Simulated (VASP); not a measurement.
# MoSe (Fm-3m) in VASP: a series of runs

MoSe is run at these levels: PBE0, HSE06, PBE-based screened hybrid with 25 % exact exchange, B3LYP, PBE-based screened hybrid with 5 % exact exchange; tasks: single point.

Program: VASP 6.6.1. These are calculated values, not measurements. Logs are shortened: lines on timing, memory, paths and dates and some standing lists are left out, and cuts for length are marked.

### Step 1. The cell of the first run

Symmetry: Fm-3m, No. 225, cubic system. The conventional cell has a = 5.146 Å, b = 5.146 Å, c = 5.146 Å, α = 90.00°, β = 90.00°, γ = 90.00°. Mo (site symmetry m-3m) has 6 Se at 2.57 Å within 3.4 Å. Se (site symmetry m-3m) has 6 Mo at 2.57 Å within 3.4 Å.

### Step 2. Single point, PBE0

POSCAR reads:

```
MoSe
1.0
    0.0000000000      2.5729490857      2.5729490857
    2.5729490857      0.0000000000      2.5729490857
    2.5729490857      2.5729490857      0.0000000000
Mo Se
1 1
Direct
    0.0000000000      0.0000000000      0.0000000000
    0.5000000000      0.5000000000      0.5000000000
```

INCAR.step1 reads:

```
SYSTEM = MoSe
PREC = Accurate
ENCUT = 520
EDIFF = 1E-5
ISMEAR = -1
SIGMA = 0.05
LREAL = .False.
LASPH = .True.
NELM = 80
ALGO = Normal
ISIF = 2
LWAVE = .True.
LCHARG = .False.
NBANDS = 17
GGA = PE
```

INCAR.step2 reads:

```
SYSTEM = MoSe
PREC = Accurate
ENCUT = 520
EDIFF = 1E-6
ISMEAR = -1
SIGMA = 0.05
LREAL = .False.
LASPH = .True.
NELM = 80
ALGO = Normal
ISIF = 2
LWAVE = .False.
LCHARG = .False.
GGA = PE
LHFCALC = .True.
AEXX = 0.25
PRECFOCK = Normal
NBANDS = 17
ISTART = 1
```

KPOINTS reads:

```
Automatic mesh
0
Gamma
  4 4 4
  0 0 0
```

Potentials or basis: VASP PAW PBE potentials, release 64 (Mo_sv, Se).

Started as:

```bash
$ cat potpaw_PBE.64/Mo_sv/POTCAR potpaw_PBE.64/Se/POTCAR > POTCAR
$ cp INCAR.step1 INCAR
$ mpirun -np 1 vasp_std > vasp.out
$ cp INCAR.step2 INCAR
$ mpirun -np 1 vasp_std > vasp.out
```

OUTCAR:

```text
SYSTEM = MoSe
   PREC = Accurate
   ENCUT = 520
   EDIFF = 1E-6
   ISMEAR = -1
   LREAL = .False.
   LASPH = .True.
   NELM = 80
   ISIF = 2
   GGA = PE
   LHFCALC = .True.
   AEXX = 0.25
   PRECFOCK = Normal
   ISTART = 1

 ion  position               nearest neighbor table
   1  0.000  0.000  0.000-   2 2.57   2 2.57   2 2.57   2 2.57   2 2.57   2 2.57
   2  0.500  0.500  0.500-   1 2.57   1 2.57   1 2.57   1 2.57   1 2.57   1 2.57

  LATTYP: Found a face centered cubic cell.
 ALAT       =     5.1458981714

  Lattice vectors:

 A1 = (   0.0000000000,   2.5729490857,   2.5729490857)
 A2 = (   2.5729490857,   0.0000000000,   2.5729490857)
 A3 = (   2.5729490857,   2.5729490857,   0.0000000000)

Analysis of symmetry for initial positions (statically):
=====================================================================
 Subroutine PRICEL returns:
 Original cell was already a primitive cell.

 Routine SETGRP: Setting up the symmetry group for a
 face centered cubic supercell.

 Subroutine GETGRP returns: Found 48 space group operations
 (whereof 48 operations were pure point group operations)
 out of a pool of 48 trial point group operations.

The static configuration has the point symmetry O_h .

Analysis of symmetry for dynamics (positions and initial velocities):
=====================================================================
 Subroutine PRICEL returns:
 Original cell was already a primitive cell.

 Routine SETGRP: Setting up the symmetry group for a
 face centered cubic supercell.

 Subroutine GETGRP returns: Found 48 space group operations
 (whereof 48 operations were pure point group operations)
 out of a pool of 48 trial point group operations.

The dynamic configuration has the point symmetry O_h .

 Subroutine INISYM returns: Found 48 space group operations
 (whereof 48 operations are pure point group operations),
 and found     1 'primitive' translations

----------------------------------------------------------------------------------------

                                     Primitive cell

  volume of cell :      34.0662

  direct lattice vectors                    reciprocal lattice vectors
     0.000000000  2.572949086  2.572949086    -0.194329535  0.194329535  0.194329535
     2.572949086  0.000000000  2.572949086     0.194329535 -0.194329535  0.194329535
     2.572949086  2.572949086  0.000000000     0.194329535  0.194329535 -0.194329535

  length of vectors
     3.638699492  3.638699492  3.638699492     0.336588628  0.336588628  0.336588628

  position of ions in fractional coordinates (direct lattice)
     0.000000000  0.000000000  0.000000000
     0.500000000  0.500000000  0.500000000

  ion indices of the primitive-cell ions
   primitive index   ion index
                 1           1
                 2           2

----------------------------------------------------------------------------------------

 KPOINTS: Automatic mesh

Automatic generation of k-mesh.
 Grid dimensions read from file:
 generate k-points for:    4    4    4

 Generating k-lattice:

  Cartesian coordinates                     Fractional coordinates (reciprocal lattice)
    -0.048582384  0.048582384  0.048582384     0.250000000  0.000000000  0.000000000
     0.048582384 -0.048582384  0.048582384     0.000000000  0.250000000  0.000000000
     0.048582384  0.048582384 -0.048582384     0.000000000  0.000000000  0.250000000

  Length of vectors
     0.084147157  0.084147157  0.084147157

  Shift w.r.t. Gamma in fractional coordinates (k-lattice)
     0.000000000  0.000000000  0.000000000

 Subroutine IBZKPT returns following result:
 ===========================================

 Found      8 irreducible k-points:

 Following reciprocal coordinates:
            Coordinates               Weight
  0.000000  0.000000  0.000000      1.000000
  0.250000  0.000000  0.000000      8.000000
  0.500000  0.000000  0.000000      4.000000
  0.250000  0.250000  0.000000      6.000000
  0.500000  0.250000  0.000000     24.000000
 -0.250000  0.250000  0.000000     12.000000
  0.500000  0.500000  0.000000      3.000000
 -0.250000  0.500000  0.250000      6.000000
   k-points           NKPTS =      8   k-points in BZ     NKDIM =     64   number of bands    NBANDS=     17
   number of dos      NEDOS =    301   number of ions     NIONS =      2
   total plane-waves  NPLWV =  21952
   dimension x,y,z NGX =    28 NGY =   28 NGZ =   28
   dimension x,y,z NGXF=    56 NGYF=   56 NGZF=   56
   ions per type =               1   1
   NGX,Y,Z   is equivalent  to a cutoff of  12.79, 12.79, 12.79 a.u.
   NGXF,Y,Z  is equivalent  to a cutoff of  25.59, 25.59, 25.59 a.u.
 SYSTEM =  MoSe
   PREC   = accura    normal or accurate (medium, high low for compatibility)
   ISTART =      1    job   : 0-new  1-cont  2-samecut
   ICHARG =      0    charge: 1-file 2-atom 10-const
   ISPIN  =      1    spin polarized calculation?
   LNONCOLLINEAR =      F non collinear calculations
   LSORBIT =      F    spin-orbit coupling
   LASPH  =      T    aspherical Exc in radial PAW
   ENCUT  =  520.0 eV  38.22 Ry    6.18 a.u.   6.77  6.77  6.77*2*pi/ulx,y,z
   NELM   =     80;   NELMIN=  2; NELMDL=  0     # of ELM steps
   EDIFF  = 0.1E-05   stopping-criterion for ELM
   LREAL  =      F    real-space projection
   EDIFFG = 0.1E-04   stopping-criterion for IOM
   NSW    =      0    number of steps for IOM
   IBRION =     -1    ionic relax: 0-MD 1-quasi-New 2-CG
   NFREE  =      0    steps in history (QN), initial steepest desc. (CG)
   ISIF   =      2    stress and relaxation
   ISYM   =      3    0-nonsym 1-usesym 2-fastsym
   POTIM  = 0.5000    time-step for ionic-motion
   TEBEG  =    0.0;   TEEND  =   0.0 temperature during run
   PSTRESS=    0.0 pullay stress
   NELECT =      20.0000    total number of electrons
   NUPDOWN=      -1.0000    fix difference up-down
   EMIN   =  10.00;   EMAX   =-10.00  energy-range for DOS
   EFERMI =   0.00;   METHOD = LEGACY
   ISMEAR =    -1;   SIGMA  =   0.05  broadening in eV -4-tet -1-fermi 0-gaus
   EFERMI_NEDOS =   21; number of points for ismear=-14 and -15
   IALGO  =     38    algorithm
   IMIX   =      1    mixing-type and parameters
     AMIX     =   0.40;   BMIX     =  1.00
     AMIX_MAG =   1.60;   BMIX_MAG =  1.00
  volume/ion in A,a.u.               =      17.03       114.94
  Fermi-wavevector in a.u.,A,eV,Ry     =   1.370809  2.590454 25.566946  1.879118
  Thomas-Fermi vector in A             =   2.496562
   LORBIT       =      0    0 simple, 1 ext, 2 COOP (PROOUT), +10 PAW based schemes
   GGA     = PE    functional components
   LHFCALC =     T    Hartree Fock is set to
   PRECFOCK=normal    Normal, Fast or Accurate (Low or Medium for compatibility)
   ENCUT4O =  -1.0   cutoff for four orbital integrals eV
   NKREDX  =     1    reduce k-point grid by
   NKREDY  =     1    reduce k-point grid by
   NKREDZ  =     1    reduce k-point grid by
   AEXX    =    0.2500 exact exchange contribution
   HFSCREEN=    0.0000 screening length (either q_TF or 0.3 A-1)
   HFSCREENC=   0.0000 screening length for correlation (either q_TF or 0.3 A-1)
   ENCUTFOCK=  -1.0 apply spherical cutoff to Coloumb kernel
   IVDW    =     0    specifies the selected vdW correction
   LEPSILON=     F    determine dielectric tensor
   LRPA    =     F    only Hartree local field effects (RPA)
 non-spin polarized calculation
  energy-cutoff  :      520.00
  volume of cell :       34.07
 maximum number of plane-waves:       941
  NGX = 24; NGY = 24; NGZ = 24

 number of electron      20.0000001 magnetization

 Free energy of the ion-electron system (eV)
  ---------------------------------------------------
  ext. energy  EPLUGINS =         0.00000000
  ---------------------------------------------------
  free energy    TOTEN  =       -17.66381034 eV

  energy without entropy =      -17.63794010  energy(sigma->0) =      -17.65087522

 E-fermi :  10.2894     XC(G=0):  -9.4479

 val. band max:       10.2809977442   @ k =   0.5000   0.2500   0.0000
 cond. band min:      10.9691658255   @ k =   0.2500   0.2500   0.0000
 fundamental gap:      0.6881680813
 Fermi energy:        10.2893537762

 k-point     1 :       0.0000    0.0000    0.0000
  band No.  band energies     occupation
      1     -55.6105      2.00000
      2     -28.3192      2.00000
      3     -28.3192      2.00000
      4     -28.3192      2.00000
      5      -8.3637      2.00000
      6       7.0322      2.00000
      7       7.0322      2.00000
      8       7.0322      2.00000
      9       7.1710      2.00000
     10       7.1710      2.00000
     11       7.1710      2.00000
     12       8.1452      2.00000
     13       8.1452      2.00000
     14      14.2405      0.00000
     15      18.9949      0.00000
     16      23.8956      0.00000
     17      23.8956      0.00000

 k-point     2 :       0.2500    0.0000    0.0000
  band No.  band energies     occupation
      1     -55.6044      2.00000
      2     -28.4124      2.00000
      3     -28.3276      2.00000
      4     -28.3276      2.00000
      5      -7.5238      2.00000
      6       2.8971      2.00000
      7       4.2288      2.00000
      8       4.2288      2.00000
      9       8.2488      2.00000
     10       8.2488      2.00000
     11       8.8870      2.00000
     12      12.9179      0.00000
     13      12.9179      0.00000
     14      16.3595      0.00000
     15      19.6692      0.00000
     16      20.8997      0.00000
     17      20.8997      0.00000

 k-point     3 :       0.5000    0.0000    0.0000
  band No.  band energies     occupation
      1     -55.5984      2.00000
      2     -28.5045      2.00000
      3     -28.3365      2.00000
      4     -28.3365      2.00000
      5      -6.3998      2.00000
      6       0.3934      2.00000
      7       3.1194      2.00000
      8       3.1194      2.00000
      9       9.5821      2.00000
     10       9.5821      2.00000
     11      11.3583      0.00000
     12      13.3655      0.00000
     13      16.4664      0.00000
     14      16.4664      0.00000
     15      17.4531      0.00000
     16      17.4531      0.00000
     17      24.0990      0.00000

 k-point     4 :       0.2500    0.2500    0.0000
  band No.  band energies     occupation
      1     -55.6024      2.00000
      2     -28.3982      2.00000
      3     -28.3535      2.00000
      4     -28.3535      2.00000
      5      -7.4554      2.00000
      6       2.3662      2.00000
      7       5.2546      2.00000
      8       5.2546      2.00000
      9       6.0763      2.00000
     10       8.6604      2.00000
     11      10.9692      0.00000
     12      10.9692      0.00000
     13      12.3699      0.00000
     14      18.4640      0.00000
     15      19.8960      0.00000
     16      20.5079      0.00000
     17      21.3092      0.00000

 k-point     5 :       0.5000    0.2500    0.0000
  band No.  band energies     occupation
      1     -55.5963      2.00000
      2     -28.4663      2.00000
      3     -28.3854      2.00000
      4     -28.3642      2.00000
      5      -6.7083      2.00000
      6       1.6689      2.00000
      7       3.1009      2.00000
      8       3.9113      2.00000
      9       7.6981      2.00000
     10      10.2810      1.08337
     11      11.2271      0.00000
     12      12.6431      0.00000
     13      13.5795      0.00000
     14      16.3597      0.00000
     15      18.5370      0.00000
     16      20.9449      0.00000
     17      21.1113      0.00000

 k-point     6 :      -0.2500    0.2500    0.0000
  band No.  band energies     occupation
      1     -55.5984      2.00000
      2     -28.4497      2.00000
      3     -28.3908      2.00000
      4     -28.3376      2.00000
      5      -6.7607      2.00000
      6       1.4897      2.00000
      7       3.3478      2.00000
      8       3.3817      2.00000
      9       8.7392      2.00000
     10       9.7748      1.99993
     11      11.1131      0.00000
     12      11.4460      0.00000
     13      15.7846      0.00000
     14      16.0710      0.00000
     15      18.7498      0.00000
     16      20.0315      0.00000
     17      21.6744      0.00000

 k-point     7 :       0.5000    0.5000    0.0000
  band No.  band energies     occupation
      1     -55.5942      2.00000
      2     -28.4745      2.00000
      3     -28.3895      2.00000
      4     -28.3895      2.00000
      5      -6.9794      2.00000
      6       2.3474      2.00000
      7       5.2045      2.00000
      8       5.2045      2.00000
      9       5.2253      2.00000
     10       9.2469      2.00000
     11      11.2540      0.00000
     12      11.2540      0.00000
     13      12.7321      0.00000
     14      14.1489      0.00000
     15      21.3127      0.00000
     16      22.3957      0.00000
     17      25.4748      0.00000

 k-point     8 :      -0.2500    0.5000    0.2500
  band No.  band energies     occupation
      1     -55.5943      2.00000
      2     -28.4310      2.00000
      3     -28.4310      2.00000
      4     -28.3910      2.00000
      5      -6.6634      2.00000
      6       2.8727      2.00000
      7       2.8727      2.00000
      8       2.9363      2.00000
      9       9.1467      2.00000
     10       9.1467      2.00000
     11      11.2618      0.00000
     12      11.6126      0.00000
     13      12.1795      0.00000
     14      19.5171      0.00000
     15      19.8616      0.00000
     16      19.8616      0.00000
     17      20.1461      0.00000

------------------------ aborting loop because EDIFF is reached ----------------------------------------

  FORCE on cell =-STRESS in cart. coord.  units (eV):
  Direction    XX          YY          ZZ          XY          YZ          ZX
  --------------------------------------------------------------------------------------
  -------------------------------------------------------------------------------------
  Total       -0.0212698     -0.0212698     -0.0212698     -0.0000000      0.0000000     -0.0000000
  in kB       -1.0003479     -1.0003479     -1.0003479     -0.0000000      0.0000000     -0.0000000
  external PRESSURE =      -1.0003479 kB  Pullay stress =       0.0000000 kB

 VOLUME and BASIS-vectors are now :
 -----------------------------------------------------------------------------
  energy-cutoff  :      520.00
  volume of cell :       34.07
      direct lattice vectors                 reciprocal lattice vectors
     0.000000000  2.572949086  2.572949086    -0.194329535  0.194329535  0.194329535
     2.572949086  0.000000000  2.572949086     0.194329535 -0.194329535  0.194329535
     2.572949086  2.572949086  0.000000000     0.194329535  0.194329535 -0.194329535

 POSITION                                       TOTAL-FORCE (eV/Angst)
 -----------------------------------------------------------------------------------
      0.00000      0.00000      0.00000        -0.000000      0.000000      0.000000
      2.57295      2.57295      2.57295         0.000000     -0.000000     -0.000000
 -----------------------------------------------------------------------------------
    total drift:                                0.000000     -0.000000     -0.000000

  FREE ENERGIE OF THE ION-ELECTRON SYSTEM (eV)
  ---------------------------------------------------
  free  energy   TOTEN  =       -17.6638103442 eV

  energy  without entropy=      -17.6379401033  energy(sigma->0) =      -17.65087522
```

Wall time 14 min (1 thread of AMD EPYC 7R43 (Zen 3), shared host); peak memory 0.14 GiB.

What came out:

```
Free energy            : -17.6638 eV
Pressure               : -0.1 GPa
Band gap on the k mesh : zero (bands 10 and 11 overlap by 3.11 eV)
```

Levels at points of the mesh, in eV from the Fermi level:
```tsv
k point	band 8	band 9	band 10	band 11	band 12	band 13
(0.00, 0.00, 0.00)	-3.26	-3.12	-3.12	-3.12	-2.14	-2.14
(0.50, 0.00, 0.00)	-7.17	-0.71	-0.71	1.07	3.08	6.18
(0.50, 0.50, 0.00)	-5.08	-5.06	-1.04	0.96	0.96	2.44
```

Caveat: the k points lie up to 0.53 Å⁻¹ apart, too coarse for converged energies and pressures of a metal; the PAW data sets were made with another functional, which shifts forces and pressure a little.

### Step 3. Single point, HSE06

POSCAR reads:

```
MoSe
1.0
    0.0000000000      2.5740757086      2.5740757086
    2.5740757086      0.0000000000      2.5740757086
    2.5740757086      2.5740757086      0.0000000000
Mo Se
1 1
Direct
    0.0000000000      0.0000000000      0.0000000000
    0.5000000000      0.5000000000      0.5000000000
```

INCAR.step1 reads:

```
PREC = Accurate
ENCUT = 520
EDIFF = 1E-5
ISMEAR = -1
SIGMA = 0.05
LREAL = False
LASPH = True
NELM = 80
ALGO = Normal
ISIF = 2
LWAVE = True
LCHARG = False
NBANDS = 17
GGA = PE
```

INCAR.step2 reads:

```
PREC = Accurate
ENCUT = 520
EDIFF = 1E-7
ISMEAR = -1
SIGMA = 0.05
LREAL = False
LASPH = True
NELM = 80
ALGO = Normal
ISIF = 2
LWAVE = False
LCHARG = False
GGA = PE
LHFCALC = True
HFSCREEN = 0.2079
PRECFOCK = Normal
NBANDS = 17
ISTART = 1
```

KPOINTS reads:

```
regular mesh
0
Gamma
  4 4 4
```

Potentials or basis: VASP PAW PBE potentials, release 64 (Mo_sv, Se).

Started as:

```bash
$ cat potpaw_PBE.64/Mo_sv/POTCAR potpaw_PBE.64/Se/POTCAR > POTCAR
$ cp INCAR.step1 INCAR
$ mpirun -np 1 vasp_std > vasp.out
$ cp INCAR.step2 INCAR
$ mpirun -np 1 vasp_std > vasp.out
```

Run time: 21 min. Hardware: 1 thread of AMD EPYC 7R43 (Zen 3), shared host; peak memory 0.24 GiB.

Results (log left out):

```yaml
Free_energy: -16.0124 eV
Pressure: 0.0 GPa
Band_gap_on_the_k_mesh: zero (bands 10 and 11 overlap by 2.73 eV)
```

Levels at points of the mesh, in eV from the Fermi level:
| k point | band 8 | band 9 | band 10 | band 11 | band 12 | band 13 |
| --- | --- | --- | --- | --- | --- | --- |
| (0.00, 0.00, 0.00) | -2.93 | -2.74 | -2.74 | -2.74 | -1.83 | -1.83 |
| (0.50, 0.00, 0.00) | -6.79 | -0.38 | -0.38 | 0.66 | 2.69 | 5.72 |
| (0.50, 0.50, 0.00) | -4.73 | -4.66 | -0.76 | 0.56 | 0.56 | 2.00 |

Caveat: the k points lie up to 0.53 Å⁻¹ apart, too coarse for converged energies and pressures of a metal; the PAW data sets were made with another functional, which shifts forces and pressure a little.

[end of part 1 of 2]
